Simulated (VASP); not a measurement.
Here is a VASP 6.6.1 calculation.

INCAR

```
SYSTEM = Hg
ALGO = Normal
EDIFF = 1E-7
EDIFFG = -0.01
ENCUT = 550
GGA = CA
GGA_COMPAT = .False.
IBRION = 2
ISIF = 3
ISMEAR = -1
LASPH = .True.
LCHARG = .False.
LREAL = .False.
LWAVE = .False.
NELM = 120
NELMIN = 4
NSW = 80
PREC = Accurate
SIGMA = 0.1
```

Contents of KPOINTS:

```
k-points
0
Gamma
  12 12 12
  0 0 0
```

The input POSCAR:

```
Hg
1.0
    0.0000000000      2.2595506664      2.2595506664
    2.2595506664      0.0000000000      2.2595506664
    2.2595506664      2.2595506664      0.0000000000
Hg
1
Direct
    0.0000000000      0.0000000000      0.0000000000
```

Potentials or basis: VASP PAW LDA potentials, release 64 (Hg_sv_GW).

Command:

```sh
$ cat potpaw_LDA.64/Hg_sv_GW/POTCAR > POTCAR
$ mpirun -np 1 vasp_std > vasp.out
```

Question: Estimate the relaxed volume.

Answer: 22.07 Å³/atom.

Question: Estimate the band gap on the k mesh.

Answer: Zero (bands 10 and 11 overlap by 2.01 eV).

Question: What does it give for the space group after relaxing (to 0.1 Å)?

Answer: Fm-3m (No. 225).

Question: What does it give for the relaxed cell?

Answer: a = 3.148 Å, b = 3.148 Å, c = 3.148 Å, α = 60.00°, β = 60.00°, γ = 60.00°.

Final structure:
```yaml
crystal:
  lattice:
    - [0.00000, 2.22626, 2.22626]
    - [2.22626, 0.00000, 2.22626]
    - [2.22626, 2.22626, 0.00000]
  atoms:
    - { symbol: Hg, position: [0.00000, 0.00000, 0.00000] }
```

Caveat: spin-orbit coupling is left out, which moves the levels of the heavy elements.
